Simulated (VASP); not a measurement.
Input of a VASP 6.6.1 run:

Contents of INCAR:

```
SYSTEM = Al
PREC = Accurate
ENCUT = 520
EDIFF = 1E-6
ISMEAR = 0
SIGMA = 0.15
LREAL = .False.
LASPH = .True.
NELM = 100
ALGO = Fast
ISIF = 2
LWAVE = .False.
LCHARG = .True.
GGA = PE
IVDW = 12
LELF = .True.
LVHAR = .True.
NBANDS = 14
```

KPOINTS

```
regular mesh
0
Gamma
  18 18 6
  0 0 0
```

The input POSCAR:

```
Al
1.0
    2.7689895531      0.0000000000      0.0000000000
   -1.3844947766      2.3980152958      0.0000000000
    0.0000000000      0.0000000000      9.0914576847
Al
4
Direct
    0.0000000000      0.0000000000      0.0000000000
    0.3333333333      0.6666666667      0.2500000000
    0.0000000000      0.0000000000      0.5000000000
    0.6666666667      0.3333333333      0.7500000000
```

Potentials or basis: VASP PAW PBE potentials, release 64 (Al).

Command:

```sh
$ cat potpaw_PBE.64/Al/POTCAR > POTCAR
$ mpirun -np 1 vasp_std > vasp.out
```

(1) Predict the pressure.

(2) Estimate the band gap on the k mesh.

Answers

(1) 4.7 GPa.

(2) zero (band 6 reaches 12.98 eV, above the bottom of band 7 at 7.36 eV).

Caveat: pairwise dispersion overbinds metals, which lowers pressure and volume.
